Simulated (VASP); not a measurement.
Runs of VASP 6.6.1 on HfN. The structure is that of space group Fm-3m (No. 225), or close to it. The cells are those of the table. 

```csv
task,level,U,cell,k mesh,smearing,gap on the mesh (eV),pressure (GPa),relaxed volume (Å³/atom)
single point,PBE,-,"a = 3.190 Å, angles 60.0°, 2 atoms",10 × 10 × 10,gaussian 0.024 eV,none,4.1,-
single point,PBE,-,"a = 3.190 Å, angles 60.0°, 2 atoms",10 × 10 × 10,gaussian 0.03 eV,none,4.1,-
single point,PBE+D4,-,"a = 3.197 Å, angles 60.0°, 2 atoms",10 × 10 × 10,fermi-dirac 0.05 eV,none,-2.5,-
single point,PBE,-,"a = 3.190 Å, angles 60.0°, 2 atoms",10 × 10 × 10,gaussian 0.026 eV,none,4.1,-
single point,PBE,-,"a = 3.190 Å, angles 60.0°, 2 atoms",10 × 10 × 10,gaussian 0.022 eV,none,4.1,-
single point,PBE,-,"a = 3.190 Å, angles 60.0°, 2 atoms",5 × 5 × 5,fermi-dirac 0.02 eV,none,(a),-
relaxation of cell and atoms,PBEsol+D3(BJ),-,"relaxed from a = 3.190 Å, angles 60.0°, 2 atoms",10 × 10 × 10,fermi-dirac 0.05 eV,none,0.0,11.10
single point,revPBE+D3(BJ)+U,Hf d U = 4.0 eV,"a = 3.190 Å, angles 60.0°, 2 atoms",10 × 10 × 10,methfessel-paxton 0.01 eV,none,13.0,-
single point,PBE+D3(BJ),-,"a = 3.194 Å, angles 60.0°, 2 atoms",10 × 10 × 10,fermi-dirac 0.05 eV,none,-2.5,-
single point,PBE,-,"a = 3.190 Å, angles 60.0°, 2 atoms",10 × 10 × 10,gaussian 0.027 eV,none,4.1,-
relaxation of cell and atoms,RPBE+D4,-,"relaxed from a = 3.190 Å, angles 60.0°, 2 atoms",10 × 10 × 10,fermi-dirac 0.05 eV,none,0.0,11.42
single point,PBE,-,"a = 3.216 Å, angles 60.0°, 2 atoms",10 × 10 × 10,fermi-dirac 0.05 eV,none,-2.5,-
```

Alike in all rows: potentials or basis VASP PAW PBE potentials, release 64 (Hf_pv, N); no spin polarisation; cutoff (eV) 600.

Q: Estimate the missing entries.

A: (a) 3.9.

Caveats: some runs use coarse meshes; spin-orbit coupling is left out, which moves the levels of the heavy elements; the cell stands under pressure (at least some runs); the PAW data sets were made with another functional, which shifts forces and pressure a little (at least some runs); U without spin polarisation on a metal has little footing (at least some runs).

A k mesh can miss the band edges, and the runs leave out spin-orbit coupling on Hf.

A gap of «none» marks levels without a gap at the run's occupations.
